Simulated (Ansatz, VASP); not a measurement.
Two plane-wave programs on KF

The input INCAR:

```
SYSTEM = KF
ALGO = Normal
EDIFF = 1E-7
EDIFFG = -0.01
ENCUT = 600
GGA = PE
IBRION = 2
ISIF = 3
ISMEAR = 0
LASPH = .TRUE.
LCHARG = .FALSE.
LREAL = .FALSE.
LWAVE = .FALSE.
NELM = 100
NSW = 100
PREC = Accurate
SIGMA = 0.02
```

The input KPOINTS:

```
k-points
0
G
  8 8 8
  0 0 0
```

The input POSCAR:

```
KF
1.0
    0.0000000000      2.6735000600      2.6735000600
    2.6735000600      0.0000000000      2.6735000600
    2.6735000600      2.6735000600      0.0000000000
K F
1 1
Direct
    0.0000000000      0.0000000000      0.0000000000
    0.5000000000      0.5000000000      0.5000000000
```

Input for Ansatz:

```yaml
crystal:
  lattice:
    - [0.0, 2.67350006, 2.67350006]
    - [2.67350006, 0.0, 2.67350006]
    - [2.67350006, 2.67350006, 0.0]
  atoms:
    - { symbol: K, position: [0.0, 0.0, 0.0] }
    - { symbol: F, position: [0.5, 0.5, 0.5] }
basis:
  ecutwfc: 420
kpoints:
  mp_grid: { grid: [8, 8, 8] }
hamiltonian:
  xc: pbe
scf:
  occupations: { method: gaussian, width: 0.02 }
output:
  forces: true
  stress: true
  eigenvalues: true
relax:
  adjacent_minimum: "off"
  f_tol: 0.01
  max_steps: 80
  cell: { stress_tol: 0.05 }
```

Alike in both runs: task relaxation of cell and atoms; functional PBE; k mesh 8 × 8 × 8; occupations gaussian, width 0.02 eV; no spin polarisation.

|  | VASP | Ansatz |
| --- | --- | --- |
| version | VASP 6.6.1 | Ansatz 0.2.0 |
| potentials or method | VASP PAW PBE potentials, release 64 (K_sv, F), cutoff 600 eV | scalar-relativistic, plane waves, PAW |
| valence electrons in the cell | 16 | 16 |

```tsv
	VASP	Ansatz	Ansatz less VASP
gap on the k mesh at the Fermi level, each at its own relaxed structure (eV)	5.95	5.97	+0.020
relaxed volume (Å³/atom)	19.92	19.89	-0.025
relaxed cell length with the largest relative difference (Å)	3.834	3.832	-0.0016
```
